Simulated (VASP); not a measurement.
# Al2O3 (P-6m2) in VASP: further runs

The runs below take Al2O3 through single point, with LDA.

Program: VASP 6.6.1. These are calculated values, not measurements. Logs are shortened: lines on timing, memory, paths and dates and some standing lists are left out, and cuts for length are marked.

**1. The cell of the first run**

It takes space group P-6m2 (No. 187, hexagonal). Conventional cell: a = 2.841 Å, b = 2.841 Å, c = 9.197 Å, α = 90.00°, β = 90.00°, γ = 120.00°. Al (site symmetry 3m) has 6 O at 1.77 to 2.14 Å within 2.4 Å. Within 2.4 Å of O (site symmetry 3m) lie 3 Al at 1.77 Å. Within 2.8 Å of O (site symmetry -6m2) lie 6 Al at 2.14 Å and 6 O at 2.62 Å.

**2. Single point, LDA (strain -0.015 along x and y, -0.015 along z)**

INCAR reads:

```
SYSTEM = Al2O3
PREC     = Accurate       ! precision mode
ENCUT    = 520            ! plane-wave cutoff, eV
EDIFF    = 1E-6           ! SCF threshold, eV
ISMEAR   = 0              ! smearing method
SIGMA    = 0.05           ! smearing width, eV
LREAL    = .False.        ! projectors in reciprocal space
LASPH    = .True.         ! aspherical terms in the spheres
NELM     = 60             ! most SCF steps
ALGO     = Normal         ! electronic algorithm
ISIF     = 2              ! what is computed and relaxed
LWAVE    = .False.        ! write WAVECAR
LCHARG   = .False.        ! write CHGCAR
GGA      = CA             ! functional
NBANDS   = 20             ! bands
```

KPOINTS reads:

```
regular mesh
0
Gamma
  12 12 4
  0 0 0
```

POSCAR reads:

```
Al2O3
1.0
    2.8410600741      0.0000000000      0.0000000000
   -1.4205300371      2.4604301978      0.0000000000
    0.0000000000      0.0000000000      9.1967031431
Al O
2 3
Direct
    0.0000000000      0.0000000000      0.1499923300
    0.0000000000      0.0000000000      0.8500076700
    0.3333333333      0.6666666667      0.2223169200
    0.6666666667      0.3333333333      0.0000000000
    0.3333333333      0.6666666667      0.7776830800
```

Potentials or basis: VASP PAW LDA potentials, release 64 (Al, O).

The run is started by

```
$ cat potpaw_LDA.64/Al/POTCAR potpaw_LDA.64/O/POTCAR > POTCAR
$ mpirun -np 1 vasp_std > vasp.out
```

OUTCAR:

```text
SYSTEM = Al2O3
   PREC = Accurate
   ENCUT = 520
   EDIFF = 1E-6
   ISMEAR = 0
   LREAL = .False.
   LASPH = .True.
   NELM = 60
   ISIF = 2
   GGA = CA

 ion  position               nearest neighbor table
   1  0.000  0.000  0.150-   3 1.77   3 1.77   3 1.77   4 2.14   4 2.14   4 2.14   2 2.76
   2  0.000  0.000  0.850-   5 1.77   5 1.77   5 1.77   4 2.14   4 2.14   4 2.14   1 2.76
   3  0.333  0.667  0.222-   1 1.77   1 1.77   1 1.77
   4  0.667  0.333  0.000-   1 2.14   2 2.14   1 2.14   2 2.14   1 2.14   2 2.14
   5  0.333  0.667  0.778-   2 1.77   2 1.77   2 1.77

  LATTYP: Found a hexagonal cell.
 ALAT       =     2.8410600741
 C/A-ratio  =     3.2370674689

  Lattice vectors:

 A1 = (   2.8410600741,   0.0000000000,   0.0000000000)
 A2 = (  -1.4205300371,   2.4604301978,   0.0000000000)
 A3 = (   0.0000000000,   0.0000000000,   9.1967031431)

Analysis of symmetry for initial positions (statically):
=====================================================================
 Subroutine PRICEL returns:
 Original cell was already a primitive cell.

 Routine SETGRP: Setting up the symmetry group for a
 hexagonal supercell.

 Subroutine GETGRP returns: Found 12 space group operations
 (whereof 12 operations were pure point group operations)
 out of a pool of 24 trial point group operations.

The static configuration has the point symmetry D_3h.

Analysis of symmetry for dynamics (positions and initial velocities):
=====================================================================
 Subroutine PRICEL returns:
 Original cell was already a primitive cell.

 Routine SETGRP: Setting up the symmetry group for a
 hexagonal supercell.

 Subroutine GETGRP returns: Found 12 space group operations
 (whereof 12 operations were pure point group operations)
 out of a pool of 24 trial point group operations.

The dynamic configuration has the point symmetry D_3h.

 Subroutine INISYM returns: Found 12 space group operations
 (whereof 12 operations are pure point group operations),
 and found     1 'primitive' translations

----------------------------------------------------------------------------------------

                                     Primitive cell

  volume of cell :      64.2871

  direct lattice vectors                    reciprocal lattice vectors
     2.841060074  0.000000000  0.000000000     0.351981294  0.203216495  0.000000000
    -1.420530037  2.460430198  0.000000000     0.000000000  0.406432989  0.000000000
     0.000000000  0.000000000  9.196703143     0.000000000  0.000000000  0.108734618

  length of vectors
     2.841060074  2.841060074  9.196703143     0.406432989  0.406432989  0.108734618

  position of ions in fractional coordinates (direct lattice)
     0.000000000  0.000000000  0.149992330
     0.000000000  0.000000000  0.850007670
     0.333333333  0.666666667  0.222316920
     0.666666667  0.333333333  0.000000000
     0.333333333  0.666666667  0.777683080

  ion indices of the primitive-cell ions
   primitive index   ion index
                 1           1
                 2           2
                 3           3
                 4           4
                 5           5

----------------------------------------------------------------------------------------

 KPOINTS: regular mesh

Automatic generation of k-mesh.
 Grid dimensions read from file:
 generate k-points for:   12   12    4

 Generating k-lattice:

  Cartesian coordinates                     Fractional coordinates (reciprocal lattice)
     0.029331774  0.016934708  0.000000000     0.083333333  0.000000000  0.000000000
     0.000000000  0.033869416  0.000000000     0.000000000  0.083333333  0.000000000
     0.000000000  0.000000000  0.027183654     0.000000000  0.000000000  0.250000000

  Length of vectors
     0.033869416  0.033869416  0.027183654

  Shift w.r.t. Gamma in fractional coordinates (k-lattice)
     0.000000000  0.000000000  0.000000000

 Subroutine IBZKPT returns following result:
 ===========================================

 Found     57 irreducible k-points:

 Following reciprocal coordinates:
            Coordinates               Weight
  0.000000  0.000000  0.000000      1.000000
  0.083333  0.000000  0.000000      6.000000
  0.166667  0.000000  0.000000      6.000000
  0.250000  0.000000  0.000000      6.000000
  0.333333  0.000000  0.000000      6.000000
  0.416667  0.000000  0.000000      6.000000
[... 16 lines left out ...]
  0.250000  0.000000  0.250000     12.000000
  0.333333  0.000000  0.250000     12.000000
 [... further k-points ...]
   k-points           NKPTS =     57   k-points in BZ     NKDIM =     57   number of bands    NBANDS=     20
   number of dos      NEDOS =    301   number of ions     NIONS =      5
   total plane-waves  NPLWV =  40320
   dimension x,y,z NGX =    24 NGY =   24 NGZ =   70
   dimension x,y,z NGXF=    48 NGYF=   48 NGZF=  140
   ions per type =               2   3
   NGX,Y,Z   is equivalent  to a cutoff of  14.04, 14.04, 12.65 a.u.
   NGXF,Y,Z  is equivalent  to a cutoff of  28.09, 28.09, 25.31 a.u.
 SYSTEM =  Al2O3
   PREC   = accura    normal or accurate (medium, high low for compatibility)
   ISTART =      0    job   : 0-new  1-cont  2-samecut
   ICHARG =      2    charge: 1-file 2-atom 10-const
   ISPIN  =      1    spin polarized calculation?
   LNONCOLLINEAR =      F non collinear calculations
   LSORBIT =      F    spin-orbit coupling
   LASPH  =      T    aspherical Exc in radial PAW
   ENCUT  =  520.0 eV  38.22 Ry    6.18 a.u.   5.28  5.28 17.10*2*pi/ulx,y,z
   NELM   =     60;   NELMIN=  2; NELMDL= -5     # of ELM steps
   EDIFF  = 0.1E-05   stopping-criterion for ELM
   LREAL  =      F    real-space projection
   EDIFFG = 0.1E-04   stopping-criterion for IOM
   NSW    =      0    number of steps for IOM
   IBRION =     -1    ionic relax: 0-MD 1-quasi-New 2-CG
   NFREE  =      0    steps in history (QN), initial steepest desc. (CG)
   ISIF   =      2    stress and relaxation
   ISYM   =      2    0-nonsym 1-usesym 2-fastsym
   POTIM  = 0.5000    time-step for ionic-motion
   TEBEG  =    0.0;   TEEND  =   0.0 temperature during run
   PSTRESS=    0.0 pullay stress
   NELECT =      24.0000    total number of electrons
   NUPDOWN=      -1.0000    fix difference up-down
   EMIN   =  10.00;   EMAX   =-10.00  energy-range for DOS
   EFERMI =   0.00;   METHOD = LEGACY
   ISMEAR =     0;   SIGMA  =   0.05  broadening in eV -4-tet -1-fermi 0-gaus
   EFERMI_NEDOS =   21; number of points for ismear=-14 and -15
   IALGO  =     38    algorithm
   IMIX   =      4    mixing-type and parameters
     AMIX     =   0.40;   BMIX     =  1.00
     AMIX_MAG =   1.60;   BMIX_MAG =  1.00
  volume/ion in A,a.u.               =      12.86        86.77
  Fermi-wavevector in a.u.,A,eV,Ry     =   1.178793  2.227595 18.906000  1.389552
  Thomas-Fermi vector in A             =   2.315115
   LORBIT       =      0    0 simple, 1 ext, 2 COOP (PROOUT), +10 PAW based schemes
   GGA     = CA    functional components
   LHFCALC =     F    Hartree Fock is set to
   AEXX    =    0.0000 exact exchange contribution
   IVDW    =     0    specifies the selected vdW correction
   LEPSILON=     F    determine dielectric tensor
   LRPA    =     F    only Hartree local field effects (RPA)
 non-spin polarized calculation
 Gauss-broadening in eV      SIGMA  =   0.05
  energy-cutoff  :      520.00
  volume of cell :       64.29
 maximum number of plane-waves:      1754
 NGX is ok and might be reduce to    24
   NGX = 11   NGY = 11   NGZ = 35

 number of electron      24.0000000 magnetization

 Free energy of the ion-electron system (eV)
  ---------------------------------------------------
  ext. energy  EPLUGINS =         0.00000000
  ---------------------------------------------------
  free energy    TOTEN  =       -40.15050115 eV

  energy without entropy =      -40.15050115  energy(sigma->0) =      -40.15050115

 E-fermi :   1.1012     XC(G=0):  -9.0806

 val. band max:        0.8642588027   @ k =   0.1667   0.0000   0.0000
 cond. band min:       6.0078599930   @ k =   0.0000   0.0000   0.0000
 fundamental gap:      5.1436011902
 Fermi energy:         1.1011600079

 k-point     1 :       0.0000    0.0000    0.0000
  band No.  band energies     occupation
      1     -17.9246      2.00000
      2     -16.7343      2.00000
      3     -15.4433      2.00000
      4      -4.3057      2.00000
      5      -1.2931      2.00000
      6      -0.6710      2.00000
[... 12 lines left out ...]
     19      15.9119      0.00000
     20      15.9377      0.00000

 k-point     2 :       0.0833    0.0000    0.0000
  band No.  band energies     occupation
      1     -17.8316      2.00000
      2     -16.6635      2.00000
      3     -15.4078      2.00000
      4      -4.2517      2.00000
      5      -1.5348      2.00000
      6      -0.8152      2.00000
[... 12 lines left out ...]
     19      15.1632      0.00000
     20      16.1031      0.00000

 k-point     3 :       0.1667    0.0000    0.0000
  band No.  band energies     occupation
      1     -17.5622      2.00000
      2     -16.4627      2.00000
      3     -15.3143      2.00000
      4      -4.1413      2.00000
      5      -2.3121      2.00000
      6      -1.5321      2.00000
[... 12 lines left out ...]
     19      14.2091      0.00000
     20      15.0933      0.00000

 k-point     4 :       0.2500    0.0000    0.0000
  band No.  band energies     occupation
      1     -17.1477      2.00000
      2     -16.1703      2.00000
      3     -15.2031      2.00000
      4      -4.1806      2.00000
      5      -3.3801      2.00000
      6      -2.2207      2.00000
[... 429 lines left out ...]
 k-point    23 :       0.2500    0.0000    0.2500
  band No.  band energies     occupation
      1     -17.1476      2.00000
      2     -16.1704      2.00000
      3     -15.2030      2.00000
      4      -4.1810      2.00000
      5      -3.3788      2.00000
      6      -2.2195      2.00000
[... 12 lines left out ...]
     19      13.6978      0.00000
     20      14.8603      0.00000

 k-point    24 :       0.3333    0.0000    0.2500
  band No.  band energies     occupation
      1     -16.6478      2.00000
      2     -15.8526      2.00000
      3     -15.1373      2.00000
      4      -4.5637      2.00000
      5      -4.3942      2.00000
      6      -2.9885      2.00000
[... 12 lines left out ...]
     19      13.9273      0.00000
     20      15.1463      0.00000

 [... further k-points ...]

------------------------ aborting loop because EDIFF is reached ----------------------------------------

  FORCE on cell =-STRESS in cart. coord.  units (eV):
  Direction    XX          YY          ZZ          XY          YZ          ZX
  --------------------------------------------------------------------------------------
  -------------------------------------------------------------------------------------
  Total        0.2449363      0.2449363     -0.2840227     -0.0000000      0.0000000      0.0000000
  in kB        6.1043600      6.1043600     -7.0784808     -0.0000000      0.0000000      0.0000000
  external PRESSURE =       1.7100797 kB  Pullay stress =       0.0000000 kB

 VOLUME and BASIS-vectors are now :
 -----------------------------------------------------------------------------
  energy-cutoff  :      520.00
  volume of cell :       64.29
      direct lattice vectors                 reciprocal lattice vectors
     2.841060074  0.000000000  0.000000000     0.351981294  0.203216495  0.000000000
    -1.420530037  2.460430198  0.000000000     0.000000000  0.406432989  0.000000000
     0.000000000  0.000000000  9.196703143     0.000000000  0.000000000  0.108734618

 POSITION                                       TOTAL-FORCE (eV/Angst)
 -----------------------------------------------------------------------------------
      0.00000      0.00000      1.37943        -0.000000      0.000000     -0.140516
      0.00000      0.00000      7.81727        -0.000000      0.000000      0.140516
     -0.00000      1.64029      2.04458        -0.000000     -0.000000      0.047126
      1.42053      0.82014      0.00000         0.000000      0.000000      0.000000
     -0.00000      1.64029      7.15212         0.000000     -0.000000     -0.047126
 -----------------------------------------------------------------------------------
    total drift:                                0.000000     -0.000000      0.000000

  FREE ENERGIE OF THE ION-ELECTRON SYSTEM (eV)
  ---------------------------------------------------
  free  energy   TOTEN  =       -40.1505011469 eV

  energy  without entropy=      -40.1505011469  energy(sigma->0) =      -40.15050115
```

It took 43 s on 1 thread of AMD EPYC 9R45 (Zen 5), shared host; peak memory 0.16 GiB.

What came out:

- Free energy: -40.1505 eV
- Pressure: 0.2 GPa
- Largest force: 0.141 eV/Å
- Band gap on the k mesh: 5.14 eV, indirect (least direct gap 5.42 eV)

Forces in eV/Å, atoms in the order of the input:
```
Al   0.000  0.000 -0.141
Al   0.000  0.000  0.141
O    0.000  0.000  0.047
O    0.000  0.000  0.000
O    0.000  0.000 -0.047
```

Caveat: the cell differs from its parent crystal (strain -0.015 along x and y, -0.015 along z).

**3. Single point, LDA (strain -0.030 along x and y, +0.030 along z)**

INCAR reads:

```
PREC = Accurate
ENCUT = 520
EDIFF = 1E-6
ISMEAR = 0
SIGMA = 0.05
LREAL = False
LASPH = True
NELM = 60
ALGO = Normal
ISIF = 2
LWAVE = False
LCHARG = False
GGA = CA
NBANDS = 20
```

KPOINTS reads:

```
regular mesh
0
Gamma
  12 12 4
```

Edit POSCAR of step 2 so:

```diff
@@ -2,5 +2,5 @@
 1.0
-    2.8410600741      0.0000000000      0.0000000000
-   -1.4205300371      2.4604301978      0.0000000000
-    0.0000000000      0.0000000000      9.1967031431
+    2.7977951999      0.0000000000      0.0000000000
+   -1.3988976000      2.4229617176      0.0000000000
+    0.0000000000      0.0000000000      9.6168570938
 Al O
```

Potentials or basis: VASP PAW LDA potentials, release 64 (Al, O).

The run is started by

```
$ cat potpaw_LDA.64/Al/POTCAR potpaw_LDA.64/O/POTCAR > POTCAR
$ mpirun -np 1 vasp_std > vasp.out
```

Run time: 42 s. Hardware: 1 thread of AMD EPYC 9R45 (Zen 5), shared host; peak memory 0.16 GiB.

The run converged. Its results:

| Property | Result |
| --- | --- |
| Free energy | -40.0176 eV |
| Pressure | 1.3 GPa |
| Largest force | 0.979 eV/Å |
| Band gap on the k mesh | 5.54 eV, direct |

Forces on the atoms (eV/Å):
```
Al   0.000  0.000 -0.979
Al   0.000  0.000  0.979
O    0.000  0.000 -0.197
O    0.000  0.000  0.000
O    0.000  0.000  0.197
```

Stress tensor (GPa, compression positive):
```
 6.59  0.00  0.00
 0.00  6.59  0.00
 0.00  0.00 -9.21
```

Levels at points of the mesh, in eV from the valence-band top:
| k point | band 10 | band 11 | band 12 | band 13 | band 14 | band 15 |
| --- | --- | --- | --- | --- | --- | --- |
| (0.00, 0.00, 0.00) | -0.30 | 0.00 | 0.00 | 5.54 | 8.10 | 8.41 |
| (0.50, 0.00, 0.00) | -0.82 | -0.69 | -0.57 | 8.38 | 8.94 | 9.31 |
| (0.00, 0.00, 0.50) | -0.33 | 0.00 | 0.00 | 5.68 | 7.56 | 8.71 |
| (0.50, 0.00, 0.50) | -0.83 | -0.69 | -0.56 | 8.40 | 8.91 | 9.33 |

Caveat: the cell differs from its parent crystal (strain -0.030 along x and y, +0.030 along z). A k mesh can miss the band edges.

**4. Single point, LDA (strain +0.000 along x and y, -0.030 along z)**

INCAR reads:

```
PREC = Accurate ; ENCUT = 520
EDIFF = 1E-7 ; ISMEAR = 0
SIGMA = 0.05 ; LREAL = False
LASPH = True ; NELM = 60
ALGO = Normal ; ISIF = 2
LWAVE = False ; LCHARG = False
GGA = CA ; NBANDS = 20
```

KPOINTS is that of step 3.

Edit POSCAR of step 3 so:

```diff
@@ -2,5 +2,5 @@
 1.0
-    2.7977951999      0.0000000000      0.0000000000
-   -1.3988976000      2.4229617176      0.0000000000
-    0.0000000000      0.0000000000      9.6168570938
+    2.8843249483      0.0000000000      0.0000000000
+   -1.4421624742      2.4978986780      0.0000000000
+    0.0000000000      0.0000000000      9.0566518262
 Al O
```

The run is started by

```
$ cat potpaw_LDA.64/Al/POTCAR potpaw_LDA.64/O/POTCAR > POTCAR
$ mpirun -np 1 vasp_std > vasp.out
```

Run time: 48 s. Hardware: 1 thread of AMD EPYC 9R45 (Zen 5), shared host; peak memory 0.16 GiB.

Results (log left out):

| Item | Value |
| --- | --- |
| Free energy | -40.1154 eV |
| Pressure | -3.6 GPa |
| Largest force | 0.375 eV/Å |
| Band gap on the k mesh | 4.71 eV, indirect (least direct gap 4.97 eV) |

Forces on the atoms (eV/Å):
```
Al   0.000  0.000  0.375
Al   0.000  0.000 -0.375
O    0.000  0.000 -0.102
O    0.000  0.000  0.000
O    0.000  0.000  0.102
```

Stress tensor (GPa, compression positive):
```
-6.10  0.00  0.00
 0.00 -6.10  0.00
 0.00  0.00  1.27
```

Levels at points of the mesh, in eV from the valence-band top:
| k point | band 10 | band 11 | band 12 | band 13 | band 14 | band 15 |
| --- | --- | --- | --- | --- | --- | --- |
| (0.00, 0.00, 0.00) | -0.77 | -0.77 | -0.26 | 4.71 | 7.26 | 7.82 |
| (0.50, 0.00, 0.00) | -1.17 | -0.84 | -0.58 | 7.48 | 8.91 | 8.97 |
| (0.00, 0.00, 0.50) | -0.77 | -0.77 | -0.32 | 4.85 | 6.97 | 7.77 |
| (0.50, 0.00, 0.50) | -1.17 | -0.85 | -0.57 | 7.49 | 8.85 | 9.05 |

Caveat: the cell differs from its parent crystal (strain +0.000 along x and y, -0.030 along z). A k mesh can miss the band edges.

**5. Single point, LDA (strain -0.015 along x and y, +0.000 along z)**

INCAR reads:

```
PREC = Accurate ; ENCUT = 520
EDIFF = 1E-6 ; ISMEAR = 0
SIGMA = 0.05 ; LREAL = F
LASPH = T ; NELM = 60
ALGO = Normal ; ISIF = 2
LWAVE = F ; LCHARG = F
NBANDS = 20
```

KPOINTS is that of step 4.

Edit POSCAR of step 4 so:

```diff
@@ -2,5 +2,5 @@
 1.0
-    2.8843249483      0.0000000000      0.0000000000
-   -1.4421624742      2.4978986780      0.0000000000
-    0.0000000000      0.0000000000      9.0566518262
+    2.8410600741      0.0000000000      0.0000000000
+   -1.4205300371      2.4604301978      0.0000000000
+    0.0000000000      0.0000000000      9.3367544600
 Al O
```

The run is started by

```
$ cat potpaw_LDA.64/Al/POTCAR potpaw_LDA.64/O/POTCAR > POTCAR
$ mpirun -np 1 vasp_std > vasp.out
```

It took 42 s on 1 thread of AMD EPYC 9R45 (Zen 5), shared host; peak memory 0.16 GiB.

The run converged. Its results:

| Property | Result |
| --- | --- |
| Free energy | -40.1371 eV |
| Pressure | -1.4 GPa |
| Largest force | 0.311 eV/Å |
| Band gap on the k mesh | 5.15 eV, indirect (least direct gap 5.42 eV) |

Forces in eV/Å, atoms in the order of the input:
```
Al   0.000  0.000 -0.311
Al   0.000  0.000  0.311
O    0.000  0.000 -0.161
O    0.000  0.000  0.000
O    0.000  0.000  0.161
```

Stress tensor (GPa, compression positive):
```
-0.05  0.00  0.00
 0.00 -0.05  0.00
 0.00  0.00 -3.98
```

Levels at points of the mesh, in eV from the valence-band top:
| k point | band 10 | band 11 | band 12 | band 13 | band 14 | band 15 |
| --- | --- | --- | --- | --- | --- | --- |
| (0.00, 0.00, 0.00) | -0.43 | -0.43 | -0.27 | 5.15 | 7.68 | 8.12 |
| (0.50, 0.00, 0.00) | -0.97 | -0.83 | -0.57 | 8.01 | 8.95 | 9.08 |
| (0.00, 0.00, 0.50) | -0.43 | -0.43 | -0.32 | 5.29 | 7.27 | 8.21 |
| (0.50, 0.00, 0.50) | -0.97 | -0.84 | -0.56 | 8.02 | 8.91 | 9.13 |

Caveat: the cell differs from its parent crystal (strain -0.015 along x and y, +0.000 along z). A k mesh can miss the band edges.

**6. Summary**

```csv
cell,gap on the mesh (eV),pressure (GPa),largest force (eV/Å)
"a = 2.841, b = 2.841, c = 9.197 Å, angles 90.0, 90.0, 120.0°, 5 atoms",5.14,0.2,0.14
"a = 2.798, b = 2.798, c = 9.617 Å, angles 90.0, 90.0, 120.0°, 5 atoms",5.54,1.3,0.98
"a = 2.884, b = 2.884, c = 9.057 Å, angles 90.0, 90.0, 120.0°, 5 atoms",4.71,-3.6,0.38
"a = 2.841, b = 2.841, c = 9.337 Å, angles 90.0, 90.0, 120.0°, 5 atoms",5.15,-1.4,0.31
```

Alike in all rows: task single point; level LDA; potentials or basis VASP PAW LDA potentials, release 64 (Al, O); no spin polarisation; k mesh 12 × 12 × 4; cutoff (eV) 520; smearing gaussian 0.05 eV.

Absolute energies hang on the potentials; compare differences alone.
